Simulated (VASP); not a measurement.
# Ti2C (R-3m) in VASP: single point with PBEsol

Aim: the single point of Ti2C with PBEsol.

All numbers are computed with VASP 6.6.1; they aren't measurements. Logs are shortened: lines on timing, memory, paths and dates and some standing lists are left out, and cuts for length are marked.

### Step 1. The cell of the first run

It takes space group R-3m (No. 166, trigonal). The conventional cell has a = 3.081 Å, b = 3.081 Å, c = 15.163 Å, α = 90.00°, β = 90.00°, γ = 120.00°. Within 2.8 Å of Ti (site symmetry 3m) lie 3 C at 2.14 Å. C (site symmetry -3m) has 6 Ti at 2.14 Å within 2.8 Å.

### Step 2. Single point, PBEsol

The input, INCAR:

```
SYSTEM = Ti2C
PREC     = Accurate       ! precision mode
ENCUT    = 520            ! plane-wave cutoff, eV
EDIFF    = 1E-6           ! SCF threshold, eV
ISMEAR   = -1             ! smearing method
SIGMA    = 0.15           ! smearing width, eV
LREAL    = .False.        ! projectors in reciprocal space
LASPH    = .True.         ! aspherical terms in the spheres
NELM     = 80             ! most SCF steps
ALGO     = Normal         ! electronic algorithm
ISIF     = 2              ! what is computed and relaxed
LWAVE    = .False.        ! write WAVECAR
LCHARG   = .False.        ! write CHGCAR
GGA      = PS             ! functional
NBANDS   = 21             ! bands
```

The input, KPOINTS:

```
regular mesh
0
Gamma
  13 13 13
  0 0 0
```

The input, POSCAR:

```
Ti2C
1.0
    1.5406980000      0.8895230000      5.0544585000
   -1.5406980000      0.8895230000      5.0544585000
    0.0000000000     -1.7790450000      5.0544585000
Ti C
2 1
Direct
    0.2454980000      0.2454980000      0.2454980000
    0.7545020000      0.7545020000      0.7545020000
    0.5000000000      0.5000000000      0.5000000000
```

Potentials or basis: VASP PAW PBE potentials, release 64 (Ti_sv, C).

On the command line:

```sh
$ cat potpaw_PBE.64/Ti_sv/POTCAR potpaw_PBE.64/C/POTCAR > POTCAR
$ mpirun -np 1 vasp_std > vasp.out
```

OUTCAR:

```text
SYSTEM = Ti2C
   PREC = Accurate
   ENCUT = 520
   EDIFF = 1E-6
   ISMEAR = -1
   LREAL = .False.
   LASPH = .True.
   NELM = 80
   ISIF = 2
   GGA = PS

 ion  position               nearest neighbor table
   1  0.245  0.245  0.245-   3 2.14   3 2.14   3 2.14
   2  0.755  0.755  0.755-   3 2.14   3 2.14   3 2.14
   3  0.500  0.500  0.500-   1 2.14   1 2.14   2 2.14   2 2.14   1 2.14   2 2.14

  LATTYP: Found a trigonal (rhomboedric) cell.
 ALAT       =     5.3584094863
 COS(alpha) =     0.8346541003

  Lattice vectors:

 A1 = (   1.5406980000,   0.8895230000,   5.0544585000)
 A2 = (  -1.5406980000,   0.8895230000,   5.0544585000)
 A3 = (   0.0000000000,  -1.7790450000,   5.0544585000)

Analysis of symmetry for initial positions (statically):
=====================================================================
 Subroutine PRICEL returns:
 Original cell was already a primitive cell.

 Routine SETGRP: Setting up the symmetry group for a
 trigonal (rhombohedral) supercell.

 Subroutine GETGRP returns: Found 12 space group operations
 (whereof 12 operations were pure point group operations)
 out of a pool of 12 trial point group operations.

The static configuration has the point symmetry D_3d.

Analysis of symmetry for dynamics (positions and initial velocities):
=====================================================================
 Subroutine PRICEL returns:
 Original cell was already a primitive cell.

 Routine SETGRP: Setting up the symmetry group for a
 trigonal (rhombohedral) supercell.

 Subroutine GETGRP returns: Found 12 space group operations
 (whereof 12 operations were pure point group operations)
 out of a pool of 12 trial point group operations.

The dynamic configuration has the point symmetry D_3d.

 Subroutine INISYM returns: Found 12 space group operations
 (whereof 12 operations are pure point group operations),
 and found     1 'primitive' translations

----------------------------------------------------------------------------------------

                                     Primitive cell

  volume of cell :      41.5624

  direct lattice vectors                    reciprocal lattice vectors
     1.540698000  0.889523000  5.054458500     0.324528233  0.187366408  0.065948364
    -1.540698000  0.889523000  5.054458500    -0.324528233  0.187366408  0.065948364
     0.000000000 -1.779045000  5.054458500     0.000000000 -0.374732816  0.065948401

  length of vectors
     5.358409486  5.358409486  5.358409451     0.380491697  0.380491697  0.380491622

  position of ions in fractional coordinates (direct lattice)
     0.245498000  0.245498000  0.245498000
     0.754502000  0.754502000  0.754502000
     0.500000000  0.500000000  0.500000000

  ion indices of the primitive-cell ions
   primitive index   ion index
                 1           1
                 2           2
                 3           3

----------------------------------------------------------------------------------------

 KPOINTS: regular mesh

Automatic generation of k-mesh.
 Grid dimensions read from file:
 generate k-points for:   13   13   13

 Generating k-lattice:

  Cartesian coordinates                     Fractional coordinates (reciprocal lattice)
     0.024963710  0.014412801  0.005072951     0.076923077  0.000000000 -0.000000000
    -0.024963710  0.014412801  0.005072951     0.000000000  0.076923077 -0.000000000
     0.000000000 -0.028825601  0.005072954    -0.000000000 -0.000000000  0.076923077

  Length of vectors
     0.029268592  0.029268592  0.029268586

  Shift w.r.t. Gamma in fractional coordinates (k-lattice)
     0.000000000  0.000000000  0.000000000

 Subroutine IBZKPT returns following result:
 ===========================================

 Found    231 irreducible k-points:

 Following reciprocal coordinates:
            Coordinates               Weight
  0.000000  0.000000  0.000000      1.000000
  0.076923 -0.000000 -0.000000      6.000000
  0.153846  0.000000  0.000000      6.000000
  0.230769  0.000000  0.000000      6.000000
  0.307692  0.000000  0.000000      6.000000
  0.384615  0.000000  0.000000      6.000000
[... 16 lines left out ...]
  0.384615  0.153846 -0.000000     12.000000
  0.461538  0.153846  0.000000     12.000000
 [... further k-points ...]
   k-points           NKPTS =    231   k-points in BZ     NKDIM =    231   number of bands    NBANDS=     21
   number of dos      NEDOS =    301   number of ions     NIONS =      3
   total plane-waves  NPLWV =  64000
   dimension x,y,z NGX =    40 NGY =   40 NGZ =   40
   dimension x,y,z NGXF=    80 NGYF=   80 NGZF=   80
   ions per type =               2   1
   NGX,Y,Z   is equivalent  to a cutoff of  12.41, 12.41, 12.41 a.u.
   NGXF,Y,Z  is equivalent  to a cutoff of  24.82, 24.82, 24.82 a.u.
 SYSTEM =  Ti2C
   PREC   = accura    normal or accurate (medium, high low for compatibility)
   ISTART =      0    job   : 0-new  1-cont  2-samecut
   ICHARG =      2    charge: 1-file 2-atom 10-const
   ISPIN  =      1    spin polarized calculation?
   LNONCOLLINEAR =      F non collinear calculations
   LSORBIT =      F    spin-orbit coupling
   LASPH  =      T    aspherical Exc in radial PAW
   ENCUT  =  520.0 eV  38.22 Ry    6.18 a.u.   9.96  9.96  9.96*2*pi/ulx,y,z
   NELM   =     80;   NELMIN=  2; NELMDL= -5     # of ELM steps
   EDIFF  = 0.1E-05   stopping-criterion for ELM
   LREAL  =      F    real-space projection
   EDIFFG = 0.1E-04   stopping-criterion for IOM
   NSW    =      0    number of steps for IOM
   IBRION =     -1    ionic relax: 0-MD 1-quasi-New 2-CG
   NFREE  =      0    steps in history (QN), initial steepest desc. (CG)
   ISIF   =      2    stress and relaxation
   ISYM   =      2    0-nonsym 1-usesym 2-fastsym
   POTIM  = 0.5000    time-step for ionic-motion
   TEBEG  =    0.0;   TEEND  =   0.0 temperature during run
   PSTRESS=    0.0 pullay stress
   NELECT =      28.0000    total number of electrons
   NUPDOWN=      -1.0000    fix difference up-down
   EMIN   =  10.00;   EMAX   =-10.00  energy-range for DOS
   EFERMI =   0.00;   METHOD = LEGACY
   ISMEAR =    -1;   SIGMA  =   0.15  broadening in eV -4-tet -1-fermi 0-gaus
   EFERMI_NEDOS =   21; number of points for ismear=-14 and -15
   IALGO  =     38    algorithm
   IMIX   =      4    mixing-type and parameters
     AMIX     =   0.40;   BMIX     =  1.00
     AMIX_MAG =   1.60;   BMIX_MAG =  1.00
  volume/ion in A,a.u.               =      13.85        93.49
  Fermi-wavevector in a.u.,A,eV,Ry     =   1.435139  2.712020 28.022894  2.059625
  Thomas-Fermi vector in A             =   2.554471
   LORBIT       =      0    0 simple, 1 ext, 2 COOP (PROOUT), +10 PAW based schemes
   GGA     = PS    functional components
   LHFCALC =     F    Hartree Fock is set to
   AEXX    =    0.0000 exact exchange contribution
   IVDW    =     0    specifies the selected vdW correction
   LEPSILON=     F    determine dielectric tensor
   LRPA    =     F    only Hartree local field effects (RPA)
 non-spin polarized calculation
  energy-cutoff  :      520.00
  volume of cell :       41.56
 maximum number of plane-waves:      1135
   NGX = 19   NGY = 19   NGZ = 19

 number of electron      28.0000002 magnetization

 Free energy of the ion-electron system (eV)
  ---------------------------------------------------
  ext. energy  EPLUGINS =         0.00000000
  ---------------------------------------------------
  free energy    TOTEN  =       -28.35239763 eV

  energy without entropy =      -28.19017449  energy(sigma->0) =      -28.27128606

 E-fermi :   7.7387     XC(G=0): -11.7256

 val. band max:        7.7330239238   @ k =   0.3846   0.2308   0.2308
 cond. band min:       7.7473814872   @ k =   0.2308   0.1538   0.0000
 fundamental gap:      0.0143575634
 Fermi energy:         7.7386579239

 k-point     1 :       0.0000    0.0000    0.0000
  band No.  band energies     occupation
      1     -48.8605      2.00000
      2     -48.7907      2.00000
      3     -25.4653      2.00000
      4     -25.0250      2.00000
      5     -25.0145      2.00000
      6     -25.0145      2.00000
[... 13 lines left out ...]
     20      10.4443      0.00000
     21      11.4549      0.00000

 k-point     2 :       0.0769   -0.0000   -0.0000
  band No.  band energies     occupation
      1     -48.8571      2.00000
      2     -48.7892      2.00000
      3     -25.4567      2.00000
      4     -25.0387      2.00000
      5     -25.0227      2.00000
      6     -25.0191      2.00000
[... 13 lines left out ...]
     20      10.4837      0.00000
     21      11.5608      0.00000

 k-point     3 :       0.1538    0.0000    0.0000
  band No.  band energies     occupation
      1     -48.8473      2.00000
      2     -48.7853      2.00000
      3     -25.4321      2.00000
      4     -25.0893      2.00000
      5     -25.0366      2.00000
      6     -25.0320      2.00000
[... 13 lines left out ...]
     20      10.6045      0.00000
     21      11.8035      0.00000

 k-point     4 :       0.2308    0.0000    0.0000
  band No.  band energies     occupation
      1     -48.8330      2.00000
      2     -48.7802      2.00000
      3     -25.3958      2.00000
      4     -25.1619      2.00000
      5     -25.1063      2.00000
      6     -25.0506      2.00000
[... 13 lines left out ...]
     20      10.7208      0.00000
     21      12.2369      0.00000

 k-point     5 :       0.3077    0.0000    0.0000
  band No.  band energies     occupation
      1     -48.8167      2.00000
      2     -48.7759      2.00000
      3     -25.3565      2.00000
      4     -25.2377      2.00000
      5     -25.1758      2.00000
      6     -25.0751      2.00000
[... 13 lines left out ...]
     20      10.7277      0.00000
     21      12.5348      0.00000
[... 382 lines left out ...]
     20      10.8138      0.00000
     21      11.8969      0.00000

 k-point    22 :       0.3077    0.1538    0.0000
  band No.  band energies     occupation
      1     -48.8243      2.00000
      2     -48.7789      2.00000
      3     -25.3764      2.00000
      4     -25.1849      2.00000
      5     -25.1537      2.00000
      6     -25.0641      2.00000
[... 13 lines left out ...]
     20      11.1489      0.00000
     21      12.2544      0.00000

 k-point    23 :       0.3846    0.1538   -0.0000
  band No.  band energies     occupation
      1     -48.8094      2.00000
      2     -48.7756      2.00000
      3     -25.3484      2.00000
      4     -25.2344      2.00000
      5     -25.2043      2.00000
      6     -25.0940      2.00000
[... 13 lines left out ...]
     20      11.2694      0.00000
     21      12.5671      0.00000

 k-point    24 :       0.4615    0.1538    0.0000
  band No.  band energies     occupation
      1     -48.7954      2.00000
      2     -48.7745      2.00000
      3     -25.3376      2.00000
      4     -25.2771      2.00000
      5     -25.2200      2.00000
      6     -25.1362      2.00000
[... 13 lines left out ...]
     20      11.3740      0.00000
     21      11.9990      0.00000

 [... further k-points ...]

------------------------ aborting loop because EDIFF is reached ----------------------------------------

  FORCE on cell =-STRESS in cart. coord.  units (eV):
  Direction    XX          YY          ZZ          XY          YZ          ZX
  --------------------------------------------------------------------------------------
  -------------------------------------------------------------------------------------
  Total       -2.2855320     -2.2855334     -4.4371412      0.0000000     -0.0000003      0.0000000
  in kB      -88.1043747    -88.1044265   -171.0461918      0.0000000     -0.0000113      0.0000000
  external PRESSURE =    -115.7516643 kB  Pullay stress =       0.0000000 kB

 VOLUME and BASIS-vectors are now :
 -----------------------------------------------------------------------------
  energy-cutoff  :      520.00
  volume of cell :       41.56
      direct lattice vectors                 reciprocal lattice vectors
     1.540698000  0.889523000  5.054458500     0.324528233  0.187366408  0.065948364
    -1.540698000  0.889523000  5.054458500    -0.324528233  0.187366408  0.065948364
     0.000000000 -1.779045000  5.054458500     0.000000000 -0.374732816  0.065948401

 POSITION                                       TOTAL-FORCE (eV/Angst)
 -----------------------------------------------------------------------------------
      0.00000      0.00000      3.72258         0.000000     -0.000000     -0.844918
      0.00000      0.00000     11.44080         0.000000      0.000000      0.844918
      0.00000      0.00000      7.58169        -0.000000      0.000000      0.000000
 -----------------------------------------------------------------------------------
    total drift:                                0.000000      0.000000     -0.000000

  FREE ENERGIE OF THE ION-ELECTRON SYSTEM (eV)
  ---------------------------------------------------
  free  energy   TOTEN  =       -28.3523976344 eV

  energy  without entropy=      -28.1901744892  energy(sigma->0) =      -28.27128606
```

It took 5.7 min on 1 thread of Intel Xeon Platinum 8488C (Sapphire Rapids), shared host; peak memory 0.36 GiB.

Results:

```
Free energy            : -28.3524 eV
Pressure               : -11.6 GPa
Largest force          : 0.845 eV/Å
Band gap on the k mesh : zero (bands 14 and 15 overlap by 0.86 eV)
```

Forces on the atoms (eV/Å):
```
Ti   0.000  0.000 -0.845
Ti   0.000  0.000  0.845
C    0.000  0.000  0.000
```

Stress tensor (GPa, compression positive):
```
 -8.81   0.00   0.00
  0.00  -8.81   0.00
  0.00   0.00 -17.10
```

Caveat: the cell stands under tension; the PAW data sets were made with another functional, which shifts forces and pressure a little.
